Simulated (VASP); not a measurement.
# CaO (rock salt type) in VASP: further runs, part 2 of 2

VASP 6.6.1.

### Step 3. Single point, HSE06

This run uses another cell than the first one, of 14.65 Å³/atom.

File POSCAR:

```
CaO
1.0
    0.0000000000      2.4467799602      2.4467799602
    2.4467799602      0.0000000000      2.4467799602
    2.4467799602      2.4467799602      0.0000000000
Ca O
1 1
Direct
    0.0000000000      0.0000000000      0.0000000000
    0.5000000000      0.5000000000      0.5000000000
```

File INCAR.step1:

```
SYSTEM = CaO
PREC = Accurate ; ENCUT = 520
EDIFF = 1E-5 ; ISMEAR = -1
SIGMA = 0.05 ; LREAL = .False.
LASPH = .True. ; NELM = 60
ALGO = Normal ; ISIF = 2
LWAVE = .True. ; NBANDS = 15
GGA = PE
```

File INCAR.step2:

```
SYSTEM = CaO
PREC = Accurate ; ENCUT = 520
EDIFF = 1E-6 ; ISMEAR = -1
SIGMA = 0.05 ; LREAL = .False.
LASPH = .True. ; NELM = 60
ALGO = Normal ; ISIF = 2
LWAVE = .False. ; LCHARG = .True.
GGA = PE ; LHFCALC = .True.
HFSCREEN = 0.2079 ; PRECFOCK = Normal
LELF = .True. ; LVHAR = .True.
NBANDS = 15 ; ISTART = 1
```

File KPOINTS:

```
regular mesh
0
Gamma
  4 4 4
  0 0 0
```

Potentials or basis: VASP PAW PBE potentials, release 64 (Ca_sv, O).

Command:

```sh
cat potpaw_PBE.64/Ca_sv/POTCAR potpaw_PBE.64/O/POTCAR > POTCAR
cp INCAR.step1 INCAR
mpirun -np 1 vasp_std > vasp.out
cp INCAR.step2 INCAR
mpirun -np 1 vasp_std > vasp.out
```

OUTCAR:

```text
SYSTEM = CaO
   PREC = Accurate
   ENCUT = 520
   EDIFF = 1E-6
   ISMEAR = -1
   LREAL = .False.
   LASPH = .True.
   NELM = 60
   ISIF = 2
   GGA = PE
   LHFCALC = .True.
   HFSCREEN = 0.2079
   PRECFOCK = Normal
   ISTART = 1

 ion  position               nearest neighbor table
   1  0.000  0.000  0.000-   2 2.45   2 2.45   2 2.45   2 2.45   2 2.45   2 2.45
   2  0.500  0.500  0.500-   1 2.45   1 2.45   1 2.45   1 2.45   1 2.45   1 2.45

  LATTYP: Found a face centered cubic cell.
 ALAT       =     4.8935599204

  Lattice vectors:

 A1 = (   0.0000000000,   2.4467799602,   2.4467799602)
 A2 = (   2.4467799602,   0.0000000000,   2.4467799602)
 A3 = (   2.4467799602,   2.4467799602,   0.0000000000)

Analysis of symmetry for initial positions (statically):
=====================================================================
 Subroutine PRICEL returns:
 Original cell was already a primitive cell.

 Routine SETGRP: Setting up the symmetry group for a
 face centered cubic supercell.

 Subroutine GETGRP returns: Found 48 space group operations
 (whereof 48 operations were pure point group operations)
 out of a pool of 48 trial point group operations.

The static configuration has the point symmetry O_h .

Analysis of symmetry for dynamics (positions and initial velocities):
=====================================================================
 Subroutine PRICEL returns:
 Original cell was already a primitive cell.

 Routine SETGRP: Setting up the symmetry group for a
 face centered cubic supercell.

 Subroutine GETGRP returns: Found 48 space group operations
 (whereof 48 operations were pure point group operations)
 out of a pool of 48 trial point group operations.

The dynamic configuration has the point symmetry O_h .

 Subroutine INISYM returns: Found 48 space group operations
 (whereof 48 operations are pure point group operations),
 and found     1 'primitive' translations

----------------------------------------------------------------------------------------

                                     Primitive cell

  volume of cell :      29.2964

  direct lattice vectors                    reciprocal lattice vectors
     0.000000000  2.446779960  2.446779960    -0.204350211  0.204350211  0.204350211
     2.446779960  0.000000000  2.446779960     0.204350211 -0.204350211  0.204350211
     2.446779960  2.446779960  0.000000000     0.204350211  0.204350211 -0.204350211

  length of vectors
     3.460269404  3.460269404  3.460269404     0.353944947  0.353944947  0.353944947

  position of ions in fractional coordinates (direct lattice)
     0.000000000  0.000000000  0.000000000
     0.500000000  0.500000000  0.500000000

  ion indices of the primitive-cell ions
   primitive index   ion index
                 1           1
                 2           2

----------------------------------------------------------------------------------------

 KPOINTS: regular mesh

Automatic generation of k-mesh.
 Grid dimensions read from file:
 generate k-points for:    4    4    4

 Generating k-lattice:

  Cartesian coordinates                     Fractional coordinates (reciprocal lattice)
[... 31 lines left out ...]
   NGX,Y,Z   is equivalent  to a cutoff of  13.45, 13.45, 13.45 a.u.
   NGXF,Y,Z  is equivalent  to a cutoff of  26.90, 26.90, 26.90 a.u.
 SYSTEM =  CaO
   PREC   = accura    normal or accurate (medium, high low for compatibility)
   ISTART =      1    job   : 0-new  1-cont  2-samecut
   ICHARG =      0    charge: 1-file 2-atom 10-const
   ISPIN  =      1    spin polarized calculation?
   LNONCOLLINEAR =      F non collinear calculations
   LSORBIT =      F    spin-orbit coupling
   LASPH  =      T    aspherical Exc in radial PAW
   ENCUT  =  520.0 eV  38.22 Ry    6.18 a.u.   6.43  6.43  6.43*2*pi/ulx,y,z
   NELM   =     60;   NELMIN=  2; NELMDL=  0     # of ELM steps
   EDIFF  = 0.1E-05   stopping-criterion for ELM
   LREAL  =      F    real-space projection
   EDIFFG = 0.1E-04   stopping-criterion for IOM
   NSW    =      0    number of steps for IOM
   IBRION =     -1    ionic relax: 0-MD 1-quasi-New 2-CG
   NFREE  =      0    steps in history (QN), initial steepest desc. (CG)
   ISIF   =      2    stress and relaxation
   ISYM   =      3    0-nonsym 1-usesym 2-fastsym
   POTIM  = 0.5000    time-step for ionic-motion
   TEBEG  =    0.0;   TEEND  =   0.0 temperature during run
   PSTRESS=    0.0 pullay stress
   NELECT =      16.0000    total number of electrons
   NUPDOWN=      -1.0000    fix difference up-down
   EMIN   =  10.00;   EMAX   =-10.00  energy-range for DOS
   EFERMI =   0.00;   METHOD = LEGACY
   ISMEAR =    -1;   SIGMA  =   0.05  broadening in eV -4-tet -1-fermi 0-gaus
   EFERMI_NEDOS =   21; number of points for ismear=-14 and -15
   IALGO  =     38    algorithm
   IMIX   =      1    mixing-type and parameters
     AMIX     =   0.40;   BMIX     =  1.00
     AMIX_MAG =   1.60;   BMIX_MAG =  1.00
  volume/ion in A,a.u.               =      14.65        98.85
  Fermi-wavevector in a.u.,A,eV,Ry     =   1.338166  2.528767 24.363784  1.790688
  Thomas-Fermi vector in A             =   2.466657
   LORBIT       =      0    0 simple, 1 ext, 2 COOP (PROOUT), +10 PAW based schemes
   GGA     = PE    functional components
   LHFCALC =     T    Hartree Fock is set to
   PRECFOCK=normal    Normal, Fast or Accurate (Low or Medium for compatibility)
   ENCUT4O =  -1.0   cutoff for four orbital integrals eV
   NKREDX  =     1    reduce k-point grid by
   NKREDY  =     1    reduce k-point grid by
   NKREDZ  =     1    reduce k-point grid by
   AEXX    =    0.2500 exact exchange contribution
   HFSCREEN=    0.2079 screening length (either q_TF or 0.3 A-1)
   HFSCREENC=   0.2079 screening length for correlation (either q_TF or 0.3 A-1)
   ENCUTFOCK=  -1.0 apply spherical cutoff to Coloumb kernel
   IVDW    =     0    specifies the selected vdW correction
   LEPSILON=     F    determine dielectric tensor
   LRPA    =     F    only Hartree local field effects (RPA)
 non-spin polarized calculation
  energy-cutoff  :      520.00
  volume of cell :       29.30
 maximum number of plane-waves:       817
 NGX is ok and might be reduce to    28
  NGX = 20; NGY = 20; NGZ = 20

 number of electron      16.0000005 magnetization

 Free energy of the ion-electron system (eV)
  ---------------------------------------------------
  ext. energy  EPLUGINS =         0.00000000
  ---------------------------------------------------
  free energy    TOTEN  =       -14.85123091 eV

  energy without entropy =      -14.85123091  energy(sigma->0) =      -14.85123091

 E-fermi :   2.2057     XC(G=0):  -8.4116

 val. band max:        1.0122359526   @ k =   0.0000   0.0000   0.0000
 cond. band min:       6.3029010224   @ k =   0.5000   0.5000   0.0000
 fundamental gap:      5.2906650698
 Fermi energy:         2.2056961017

 k-point     1 :       0.0000    0.0000    0.0000
  band No.  band energies     occupation
      1     -39.4227      2.00000
      2     -18.7474      2.00000
      3     -18.7474      2.00000
      4     -18.7474      2.00000
      5     -15.9183      2.00000
      6       1.0122      2.00000
      7       1.0122      2.00000
      8       1.0122      2.00000
      9       6.7762      0.00000
     10       9.0431      0.00000
     11       9.0431      0.00000
     12       9.0431      0.00000
     13      10.5807      0.00000
     14      10.5807      0.00000
[... 113 lines left out ...]
      2     -19.1406      2.00000
      3     -19.1115      2.00000
      4     -19.1115      2.00000
      5     -15.2919      2.00000
      6      -0.2788      2.00000
      7      -0.1259      2.00000
      8      -0.1259      2.00000
      9       9.0103      0.00000
     10       9.0103      0.00000
     11      11.1715      0.00000
     12      12.5540      0.00000
     13      12.9029      0.00000
     14      16.0582      0.00000
     15      16.7036      0.00000

------------------------ aborting loop because EDIFF is reached ----------------------------------------

  FORCE on cell =-STRESS in cart. coord.  units (eV):
  Direction    XX          YY          ZZ          XY          YZ          ZX
  --------------------------------------------------------------------------------------
  -------------------------------------------------------------------------------------
  Total       -0.9848673     -0.9848673     -0.9848673     -0.0000000      0.0000000     -0.0000000
  in kB      -53.8608951    -53.8608951    -53.8608951     -0.0000000      0.0000000     -0.0000000
  external PRESSURE =     -53.8608951 kB  Pullay stress =       0.0000000 kB

 VOLUME and BASIS-vectors are now :
 -----------------------------------------------------------------------------
  energy-cutoff  :      520.00
  volume of cell :       29.30
      direct lattice vectors                 reciprocal lattice vectors
     0.000000000  2.446779960  2.446779960    -0.204350211  0.204350211  0.204350211
     2.446779960  0.000000000  2.446779960     0.204350211 -0.204350211  0.204350211
     2.446779960  2.446779960  0.000000000     0.204350211  0.204350211 -0.204350211

 POSITION                                       TOTAL-FORCE (eV/Angst)
 -----------------------------------------------------------------------------------
      0.00000      0.00000      0.00000         0.000000      0.000000      0.000000
      2.44678      2.44678      2.44678         0.000000     -0.000000     -0.000000
 -----------------------------------------------------------------------------------
    total drift:                               -0.000000     -0.000000     -0.000000

  FREE ENERGIE OF THE ION-ELECTRON SYSTEM (eV)
  ---------------------------------------------------
  free  energy   TOTEN  =       -14.8512309149 eV

  energy  without entropy=      -14.8512309149  energy(sigma->0) =      -14.85123091
```

It took 2.9 min on 1 thread of AMD EPYC 7R13 (Zen 3), shared host; peak memory 0.23 GiB.

Results:

```
Free energy            : -14.8512 eV
Pressure               : -5.4 GPa
Band gap on the k mesh : 5.29 eV (least direct gap 5.72 eV)
```

Caveat: the k points lie up to 0.56 Å⁻¹ apart; the PAW data sets were made with another functional, which shifts forces and pressure a little.

### Step 4. Single point, PBE0

This run uses another cell than the first one, of 14.08 Å³/atom.

File POSCAR:

```
CaO
1.0
    0.0000000000      2.4150000000      2.4150000000
    2.4150000000      0.0000000000      2.4150000000
    2.4150000000      2.4150000000      0.0000000000
Ca O
1 1
Direct
    0.0071720530      0.0071720530      0.0071720530
    0.5000000000      0.5000000000      0.5000000000
```

File INCAR.step1:

```
SYSTEM = CaO
ALGO = Normal ; EDIFF = 1E-5
ENCUT = 520 ; GGA = PE
ISIF = 2 ; ISMEAR = -1
LASPH = .TRUE. ; LCHARG = .FALSE.
LREAL = .FALSE. ; LWAVE = .TRUE.
NBANDS = 15 ; NELM = 60
PREC = Accurate ; SIGMA = 0.05
```

File INCAR.step2:

```
SYSTEM = CaO
AEXX = 0.25 ; ALGO = Normal
EDIFF = 1E-6 ; ENCUT = 520
GGA = PE ; ISIF = 2
ISMEAR = -1 ; ISTART = 1
LASPH = .TRUE. ; LCHARG = .FALSE.
LHFCALC = .TRUE. ; LREAL = .FALSE.
LWAVE = .FALSE. ; NBANDS = 15
NELM = 60 ; PREC = Accurate
PRECFOCK = Normal ; SIGMA = 0.05
```

File KPOINTS:

```
k-points
0
G
  4 4 4
  0 0 0
```

Potentials or basis: VASP PAW PBE potentials, release 64 (Ca_sv, O).

Command:

```sh
cat potpaw_PBE.64/Ca_sv/POTCAR potpaw_PBE.64/O/POTCAR > POTCAR
cp INCAR.step1 INCAR
mpirun -np 1 vasp_std > vasp.out
cp INCAR.step2 INCAR
mpirun -np 1 vasp_std > vasp.out
```

OUTCAR:

```text
SYSTEM = CaO
   AEXX = 0.25
   EDIFF = 1E-6
   ENCUT = 520
   GGA = PE
   ISIF = 2
   ISMEAR = -1
   ISTART = 1
   LASPH = .TRUE.
   LHFCALC = .TRUE.
   LREAL = .FALSE.
   NELM = 60
   PREC = Accurate
   PRECFOCK = Normal

 ion  position               nearest neighbor table
   1  0.007  0.007  0.007-   2 2.38   2 2.38   2 2.38   2 2.45   2 2.45   2 2.45
   2  0.500  0.500  0.500-   1 2.38   1 2.38   1 2.38   1 2.45   1 2.45   1 2.45

  LATTYP: Found a face centered cubic cell.
 ALAT       =     4.8300000000

  Lattice vectors:

 A1 = (   0.0000000000,   2.4150000000,   2.4150000000)
 A2 = (   2.4150000000,   0.0000000000,   2.4150000000)
 A3 = (   2.4150000000,   2.4150000000,   0.0000000000)

Analysis of symmetry for initial positions (statically):
=====================================================================
 Subroutine PRICEL returns:
 Original cell was already a primitive cell.

 Routine SETGRP: Setting up the symmetry group for a
 face centered cubic supercell.

 Subroutine GETGRP returns: Found  6 space group operations
 (whereof  6 operations were pure point group operations)
 out of a pool of 48 trial point group operations.
[... 172 lines left out ...]
      5     -16.2183      2.00000
      6       0.7890      2.00000
      7       0.7890      2.00000
      8       0.7891      2.00000
      9       7.6509      0.00000
     10       9.7487      0.00000
     11       9.7487      0.00000
     12       9.7675      0.00000
     13      11.3661      0.00000
     14      11.3661      0.00000
[... 203 lines left out ...]
      2     -19.2631      2.00000
      3     -19.1848      2.00000
      4     -19.1688      2.00000
      5     -15.5034      2.00000
      6      -0.5735      2.00000
      7      -0.3557      2.00000
      8      -0.3485      2.00000
      9       9.7255      0.00000
     10       9.7277      0.00000
     11      12.0558      0.00000
     12      13.4451      0.00000
     13      13.8278      0.00000
     14      17.1410      0.00000
     15      17.7683      0.00000

------------------------ aborting loop because EDIFF is reached ----------------------------------------

  FORCE on cell =-STRESS in cart. coord.  units (eV):
  Direction    XX          YY          ZZ          XY          YZ          ZX
  --------------------------------------------------------------------------------------
  -------------------------------------------------------------------------------------
  Total       -0.2753298     -0.2753298     -0.2753298     -0.0044534     -0.0044534     -0.0044534
  in kB      -15.6596636    -15.6596636    -15.6596636     -0.2532895     -0.2532895     -0.2532895
  external PRESSURE =     -15.6596636 kB  Pullay stress =       0.0000000 kB

 VOLUME and BASIS-vectors are now :
 -----------------------------------------------------------------------------
  energy-cutoff  :      520.00
  volume of cell :       28.17
      direct lattice vectors                 reciprocal lattice vectors
     0.000000000  2.415000000  2.415000000    -0.207039337  0.207039337  0.207039337
     2.415000000  0.000000000  2.415000000     0.207039337 -0.207039337  0.207039337
     2.415000000  2.415000000  0.000000000     0.207039337  0.207039337 -0.207039337

 POSITION                                       TOTAL-FORCE (eV/Angst)
 -----------------------------------------------------------------------------------
      0.03464      0.03464      0.03464        -0.105693     -0.105693     -0.105693
      2.41500      2.41500      2.41500         0.105693      0.105693      0.105693
 -----------------------------------------------------------------------------------
    total drift:                                0.000036      0.000036      0.000036

  FREE ENERGIE OF THE ION-ELECTRON SYSTEM (eV)
  ---------------------------------------------------
  free  energy   TOTEN  =       -15.4735966115 eV

  energy  without entropy=      -15.4735966115  energy(sigma->0) =      -15.47359661
```

It took 4.5 min on 1 thread of AMD EPYC 7R13 (Zen 3), shared host; peak memory 0.14 GiB.

Results:

* Free energy: -15.4736 eV
* Pressure: -1.6 GPa
* Largest force: 0.183 eV/Å
* Band gap on the k mesh: 6.10 eV (least direct gap 6.53 eV)

Forces in eV/Å, atoms in the order of the input:
```
Ca  -0.106 -0.106 -0.106
O    0.106  0.106  0.106
```

Caveat: the k points lie up to 0.56 Å⁻¹ apart; the PAW data sets were made with another functional, which shifts forces and pressure a little.

### Step 5. Overview

```tsv
level	cell	screening parameter	gap on the mesh (eV)	pressure (GPa)
HSE06	a = 3.427 Å, angles 60.0°, 2 atoms, atomic positions A	0.2079 1/Å	5.29	-2.6
HSE06	a = 3.460 Å, angles 60.0°, 2 atoms, atomic positions A	0.2079 1/Å	5.29	-5.4
PBE0	a = 3.415 Å, angles 60.0°, 2 atoms, atomic positions B	-	6.10	-1.6
```

Alike in all rows: task single point; potentials or basis VASP PAW PBE potentials, release 64 (Ca_sv, O); no spin polarisation; k mesh 4 × 4 × 4; cutoff (eV) 520; smearing fermi-dirac 0.05 eV.

Caveats: all runs use coarse meshes; the PAW data sets were made with another functional, which shifts forces and pressure a little.

Absolute energies hang on the potentials; compare differences alone.
